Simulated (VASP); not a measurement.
# Ga12O19 (a cell with a defect) in VASP: single point with PBE

Aim: the single point of Ga12O19 (a cell with a defect) with PBE.

Everything below comes from runs of VASP 6.6.1. Logs are shortened: lines on timing, memory, paths and dates and some standing lists are left out, and cuts for length are marked.

### Step 1. The cell of the first run

The cell holds a defect, 31 atoms: a = 9.250 Å, b = 5.877 Å, c = 6.416 Å, α = 103.29°, β = 103.90°, γ = 90.00°.

### Step 2. Single point, PBE

The input, INCAR:

```
ALGO = Normal
EDIFF = 1E-7
ENCUT = 520
GGA = PE
ISIF = 2
ISMEAR = -1
LASPH = True
LCHARG = False
LREAL = Auto
LWAVE = False
NBANDS = 156
NELM = 60
PREC = Accurate
SIGMA = 0.01
```

The input, KPOINTS:

```
Automatic mesh
0
Gamma
  1 1 1
  0.25 0.25 0.25
```

The input, POSCAR:

```
Ga12O19
1.0
    0.0000000000      9.2496621800      0.0000000000
   -1.3977182400      0.0000000000      5.7085775500
    6.2279771500     -1.5416103600      0.0067278600
Ga O
12 19
Direct
    0.1140785232      0.6730281135      0.6813192419
    0.2220750927      0.3227428465      0.3049159491
    0.2995354334      0.1932123255      0.8061191091
    0.0238231924      0.7856143781      0.1787192726
    0.4462555808      0.6781748294      0.6815531314
    0.5473280297      0.3139294469      0.3043177373
    0.6338425522      0.1981022810      0.8125564769
    0.3597523111      0.7939645216      0.1733027703
    0.7714988625      0.6694432603      0.6807860648
    0.8795194247      0.3190156648      0.3043074770
    0.9697320671      0.2062537560      0.8067109939
    0.6941208488      0.7988922474      0.1796487429
    0.1649195340      0.7327731129      0.0068162334
    0.1642752654      0.2543307728      0.9801125812
    0.2721806154      0.4257919059      0.6428321776
    0.0580675761      0.5535867866      0.3415496393
    0.0498367787      0.1153874666      0.2765662309
    0.2795537963      0.8765890869      0.6709738098
    0.4994930403      0.7399188591      0.0053229299
    0.4941171495      0.2525691285      0.9804816766
    0.6033225342      0.4297622955      0.6453178139
    0.3904095919      0.5623060685      0.3404056241
    0.3848830462      0.1082170076      0.3196885341
    0.6086567950      0.8839278280      0.6661026443
    0.8292812826      0.7377204370      0.0054512581
    0.8287171729      0.2593208775      0.9787154599
    0.9357706415      0.4383342900      0.6438470688
    0.7214824915      0.5663393363      0.3428994309
    0.7140555648      0.1155527737      0.3146662507
    0.9436441298      0.8765913609      0.7085813946
    0.9968469274      0.9959815408      0.4924501957
```

Potentials or basis: VASP PAW PBE potentials, release 64 (Ga_d, O).

The run is started by

```bash
$ cat potpaw_PBE.64/Ga_d/POTCAR potpaw_PBE.64/O/POTCAR > POTCAR
$ mpirun -np 1 vasp_std > vasp.out
```

OUTCAR:

```text
EDIFF = 1E-7
   ENCUT = 520
   GGA = PE
   ISIF = 2
   ISMEAR = -1
   LASPH = True
   LREAL = Auto
   NELM = 60
   PREC = Accurate

 ion  position               nearest neighbor table
   1  0.114  0.673  0.681-  18 1.97  13 1.97  30 2.00  16 2.07  15 2.08  27 2.08
   2  0.222  0.323  0.305-  17 1.95  23 1.96  14 1.97  22 2.03  15 2.05  16 2.05
   3  0.300  0.193  0.806-  14 1.85  18 1.85  20 1.86  15 1.89
   4  0.024  0.786  0.179-  25 1.86  16 1.88  13 1.88  17 1.89  31 2.18
   5  0.446  0.678  0.682-  18 1.93  19 1.96  24 1.96  22 2.07  21 2.07  15 2.12
   6  0.547  0.314  0.304-  29 1.93  20 1.96  23 1.96  21 2.07  22 2.07  28 2.12
   7  0.634  0.198  0.813-  26 1.85  24 1.86  20 1.86  21 1.90
   8  0.360  0.794  0.173-  13 1.85  23 1.86  19 1.86  22 1.90
   9  0.771  0.669  0.681-  30 1.95  24 1.96  25 1.97  21 2.03  28 2.05  27 2.06
  10  0.880  0.319  0.304-  29 1.97  26 1.97  17 2.00  27 2.06  28 2.08  16 2.08
  11  0.970  0.206  0.807-  14 1.86  27 1.88  26 1.88  30 1.89  31 2.18
  12  0.694  0.799  0.180-  25 1.85  29 1.85  19 1.86  28 1.89
  13  0.165  0.733  0.007-   8 1.85   4 1.88   1 1.97
  14  0.164  0.254  0.980-   3 1.85  11 1.86   2 1.97
  15  0.272  0.426  0.643-   3 1.89   2 2.05   1 2.08   5 2.12
  16  0.058  0.554  0.342-   4 1.88   2 2.05   1 2.07  10 2.08
  17  0.050  0.115  0.277-  31 1.85   4 1.89   2 1.95  10 2.00
  18  0.280  0.877  0.671-   3 1.85   5 1.93   1 1.97
  19  0.499  0.740  0.005-   8 1.86  12 1.86   5 1.96
  20  0.494  0.253  0.980-   7 1.86   3 1.86   6 1.96
  21  0.603  0.430  0.645-   7 1.90   9 2.03   6 2.07   5 2.07
  22  0.390  0.562  0.340-   8 1.90   2 2.03   5 2.07   6 2.07
  23  0.385  0.108  0.320-   8 1.86   2 1.96   6 1.96
  24  0.609  0.884  0.666-   7 1.86   9 1.96   5 1.96
  25  0.829  0.738  0.005-  12 1.85   4 1.86   9 1.97
  26  0.829  0.259  0.979-   7 1.85  11 1.88  10 1.97
  27  0.936  0.438  0.644-  11 1.88   9 2.06  10 2.06   1 2.08
  28  0.721  0.566  0.343-  12 1.89   9 2.05  10 2.08   6 2.12
  29  0.714  0.116  0.315-  12 1.85   6 1.93  10 1.97
  30  0.944  0.877  0.709-  31 1.85  11 1.89   9 1.95   1 2.00
  31  0.997  0.996  0.492-  17 1.85  30 1.85   4 2.18  11 2.18

  LATTYP: Found a triclinic cell.
 ALAT       =     5.8771994966
 B/A-ratio  =     1.6412011407
 C/A-ratio  =     2.7541529852
 COS(alpha) =     0.0064926560
 COS(beta)  =     0.5439765005
 COS(gamma) =     0.7621873503

  Lattice vectors:

 A1 = (   1.3977182400,   0.0000000000,  -5.7085775500)
 A2 = (   7.6256953900,  -1.5416103600,  -5.7018496900)
 A3 = (  -9.6605178200,  -6.1664414600, -11.4306108200)

Analysis of symmetry for initial positions (statically):
=====================================================================
 Subroutine PRICEL returns:
 Original cell was already a primitive cell.

 Routine SETGRP: Setting up the symmetry group for a
 triclinic supercell.

 Subroutine GETGRP returns: Found  1 space group operations
 (whereof  1 operations were pure point group operations)
 out of a pool of  2 trial point group operations.

The static configuration has the point symmetry C_1 .

Analysis of symmetry for dynamics (positions and initial velocities):
=====================================================================
 Subroutine PRICEL returns:
 Original cell was already a primitive cell.

 Routine SETGRP: Setting up the symmetry group for a
 triclinic supercell.

 Subroutine GETGRP returns: Found  1 space group operations
 (whereof  1 operations were pure point group operations)
 out of a pool of  2 trial point group operations.

The dynamic configuration has the point symmetry C_1 .

 Subroutine INISYM returns: Found  1 space group operations
 (whereof  1 operations are pure point group operations),
 and found     1 'primitive' translations

----------------------------------------------------------------------------------------

                                     Primitive cell

  volume of cell :     328.9392

  direct lattice vectors                    reciprocal lattice vectors
     0.000000000  9.249662180  0.000000000     0.026753887  0.108112056  0.006550563
    -1.397718240  0.000000000  5.708577550    -0.000189185  0.000000000  0.175128666
     6.227977150 -1.541610360  0.006727860     0.160523321  0.000000000  0.039303377

  length of vectors
     9.249662180  5.877199497  6.415941641     0.111565663  0.175128768  0.165264914

  position of ions in fractional coordinates (direct lattice)
     0.114078523  0.673028114  0.681319242
     0.222075093  0.322742846  0.304915949
     0.299535433  0.193212325  0.806119109
     0.023823192  0.785614378  0.178719273
     0.446255581  0.678174829  0.681553131
     0.547328030  0.313929447  0.304317737
[... 23 lines left out ...]
     0.943644130  0.876591361  0.708581395
     0.996846927  0.995981541  0.492450196

  ion indices of the primitive-cell ions
   primitive index   ion index
                 1           1
                 2           2
                 3           3
                 4           4
                 5           5
                 6           6
[... 23 lines left out ...]
                30          30
                31          31

----------------------------------------------------------------------------------------

 KPOINTS: Automatic mesh

Automatic generation of k-mesh.
 Grid dimensions read from file:
 generate k-points for:    1    1    1

 Generating k-lattice:

  Cartesian coordinates                     Fractional coordinates (reciprocal lattice)
     0.026753887  0.108112056  0.006550563     1.000000000  0.000000000  0.000000000
    -0.000189185  0.000000000  0.175128666     0.000000000  1.000000000  0.000000000
     0.160523321  0.000000000  0.039303377     0.000000000 -0.000000000  1.000000000

  Length of vectors
     0.111565663  0.175128768  0.165264914

  Shift w.r.t. Gamma in fractional coordinates (k-lattice)
     0.250000000  0.250000000  0.250000000

 Subroutine IBZKPT returns following result:
 ===========================================

 Found      1 irreducible k-points:

 Following reciprocal coordinates:
            Coordinates               Weight
  0.250000  0.250000  0.250000      2.000000
   k-points           NKPTS =      1   k-points in BZ     NKDIM =      1   number of bands    NBANDS=    156
   number of dos      NEDOS =    301   number of ions     NIONS =     31
   total plane-waves  NPLWV = 161280
   dimension x,y,z NGX =    70 NGY =   48 NGZ =   48
   dimension x,y,z NGXF=   140 NGYF=   96 NGZF=   96
   ions per type =              12  19
   NGX,Y,Z   is equivalent  to a cutoff of  12.58, 13.58, 12.44 a.u.
   NGXF,Y,Z  is equivalent  to a cutoff of  25.16, 27.16, 24.87 a.u.
 SYSTEM =  unknown system
   PREC   = accura    normal or accurate (medium, high low for compatibility)
   ISTART =      0    job   : 0-new  1-cont  2-samecut
   ICHARG =      2    charge: 1-file 2-atom 10-const
   ISPIN  =      1    spin polarized calculation?
   LNONCOLLINEAR =      F non collinear calculations
   LSORBIT =      F    spin-orbit coupling
   LASPH  =      T    aspherical Exc in radial PAW
   ENCUT  =  520.0 eV  38.22 Ry    6.18 a.u.  17.20 10.93 11.93*2*pi/ulx,y,z
   NELM   =     60;   NELMIN=  2; NELMDL= -5     # of ELM steps
   EDIFF  = 0.1E-06   stopping-criterion for ELM
   LREAL  =      T    real-space projection
   EDIFFG = 0.1E-05   stopping-criterion for IOM
   NSW    =      0    number of steps for IOM
   IBRION =     -1    ionic relax: 0-MD 1-quasi-New 2-CG
   NFREE  =      0    steps in history (QN), initial steepest desc. (CG)
   ISIF   =      2    stress and relaxation
   ISYM   =      2    0-nonsym 1-usesym 2-fastsym
   POTIM  = 0.5000    time-step for ionic-motion
   TEBEG  =    0.0;   TEEND  =   0.0 temperature during run
   PSTRESS=    0.0 pullay stress
   NELECT =     270.0000    total number of electrons
   NUPDOWN=      -1.0000    fix difference up-down
   EMIN   =  10.00;   EMAX   =-10.00  energy-range for DOS
   EFERMI =   0.00;   METHOD = LEGACY
   ISMEAR =    -1;   SIGMA  =   0.01  broadening in eV -4-tet -1-fermi 0-gaus
   EFERMI_NEDOS =   21; number of points for ismear=-14 and -15
   IALGO  =     38    algorithm
   IMIX   =      4    mixing-type and parameters
     AMIX     =   0.40;   BMIX     =  1.00
     AMIX_MAG =   1.60;   BMIX_MAG =  1.00
  volume/ion in A,a.u.               =      10.61        71.61
  Fermi-wavevector in a.u.,A,eV,Ry     =   1.532819  2.896608 31.967351  2.349534
  Thomas-Fermi vector in A             =   2.639972
   LORBIT       =      0    0 simple, 1 ext, 2 COOP (PROOUT), +10 PAW based schemes
   GGA     = PE    functional components
   LHFCALC =     F    Hartree Fock is set to
   AEXX    =    0.0000 exact exchange contribution
   IVDW    =     0    specifies the selected vdW correction
   LEPSILON=     F    determine dielectric tensor
   LRPA    =     F    only Hartree local field effects (RPA)
 non-spin polarized calculation
  energy-cutoff  :      520.00
  volume of cell :      328.94
 maximum number of plane-waves:      8866
 NGX is ok and might be reduce to    70
   NGX = 35   NGY = 21   NGZ = 23

 number of electron     270.0000043 magnetization

 Free energy of the ion-electron system (eV)
  ---------------------------------------------------
  ext. energy  EPLUGINS =         0.00000000
  ---------------------------------------------------
  free energy    TOTEN  =      -181.58942587 eV

  energy without entropy =     -181.58942587  energy(sigma->0) =     -181.58942587

 E-fermi :   4.1683     XC(G=0): -11.5192

 val. band max:        3.8549666452   @ k =   0.2500   0.2500   0.2500
 cond. band min:       6.6008848081   @ k =   0.2500   0.2500   0.2500
 fundamental gap:      2.7459181628
 Fermi energy:         4.1683171423

 k-point     1 :       0.2500    0.2500    0.2500
  band No.  band energies     occupation
      1     -15.3071      2.00000
      2     -14.7286      2.00000
      3     -14.5006      2.00000
      4     -14.3527      2.00000
      5     -14.1529      2.00000
      6     -13.9780      2.00000
[... 139 lines left out ...]
    146      10.5043      0.00000
    147      10.8638      0.00000
 [bands above 147 left out]

------------------------ aborting loop because EDIFF is reached ----------------------------------------

  FORCE on cell =-STRESS in cart. coord.  units (eV):
  Direction    XX          YY          ZZ          XY          YZ          ZX
  --------------------------------------------------------------------------------------
  -------------------------------------------------------------------------------------
  Total        5.3311336      7.6744403     13.0060861      1.7801063     -0.0877921     -3.9365872
  in kB       25.9665654     37.3802028     63.3492626      8.6704349     -0.4276127    -19.1740925
  external PRESSURE =      42.2320102 kB  Pullay stress =       0.0000000 kB

 VOLUME and BASIS-vectors are now :
 -----------------------------------------------------------------------------
  energy-cutoff  :      520.00
  volume of cell :      328.94
      direct lattice vectors                 reciprocal lattice vectors
     0.000000000  9.249662180  0.000000000     0.026753887  0.108112056  0.006550563
    -1.397718240  0.000000000  5.708577550    -0.000189185  0.000000000  0.175128666
     6.227977150 -1.541610360  0.006727860     0.160523321  0.000000000  0.039303377

 POSITION                                       TOTAL-FORCE (eV/Angst)
 -----------------------------------------------------------------------------------
      3.30254      0.00486      3.84662         0.006277      0.003517      0.006263
      1.44791      1.58406      1.84445        -0.007010     -0.002262     -0.004241
      4.75044      1.52788      1.10839        -0.009693      0.002153     -0.000190
      0.01499     -0.05516      4.48594        -0.004893      0.006265     -0.024308
      3.29680      3.07702      3.87600         0.005029     -0.001045     -0.001843
      1.45650      4.59346      1.79414        -0.008565      0.004534     -0.001225
[... 23 lines left out ...]
      3.18780      7.63603      5.00886        -0.006111     -0.005021     -0.000304
      1.67487      8.46133      5.68895        -0.005721      0.000802      0.003282
 -----------------------------------------------------------------------------------
    total drift:                                0.000386     -0.017964      0.008768

  FREE ENERGIE OF THE ION-ELECTRON SYSTEM (eV)
  ---------------------------------------------------
  free  energy   TOTEN  =      -181.5894258718 eV

  energy  without entropy=     -181.5894258718  energy(sigma->0) =     -181.58942587
```

Wall time 2.2 min (1 thread of Intel Xeon 6975P-C (Granite Rapids), shared host); peak memory 0.37 GiB.

Results:

```yaml
Free_energy: -181.5894 eV
Pressure: 4.2 GPa
Largest_force: 0.028 eV/Å
Band_gap_on_the_k_mesh: 2.75 eV
```

Forces on the atoms (eV/Å):
```
Ga   0.006  0.004  0.006
Ga  -0.007 -0.002 -0.004
Ga  -0.010  0.002  0.000
Ga  -0.005  0.006 -0.024
Ga   0.005 -0.001 -0.002
Ga  -0.009  0.005 -0.001
Ga  -0.009 -0.005 -0.002
Ga   0.006  0.003  0.011
Ga   0.004  0.009 -0.002
Ga  -0.009 -0.002 -0.002
Ga   0.006  0.005  0.019
Ga   0.007 -0.004  0.007
O   -0.007  0.001 -0.006
O    0.011  0.002  0.003
O    0.009  0.002 -0.005
O    0.002 -0.005  0.006
O    0.017  0.007  0.001
O   -0.021 -0.002  0.009
O   -0.008  0.000 -0.010
O    0.007  0.001  0.004
O    0.009 -0.009 -0.008
O   -0.003 -0.001  0.008
O    0.023  0.002 -0.015
O   -0.025  0.000  0.013
O   -0.011 -0.002 -0.006
O    0.007 -0.002  0.010
O    0.006 -0.005 -0.004
O   -0.007 -0.005  0.006
O    0.017  0.002 -0.013
O   -0.006 -0.005  0.000
O   -0.006  0.001  0.003
```

Caveat: the k points lie up to 1.10 Å⁻¹ apart.
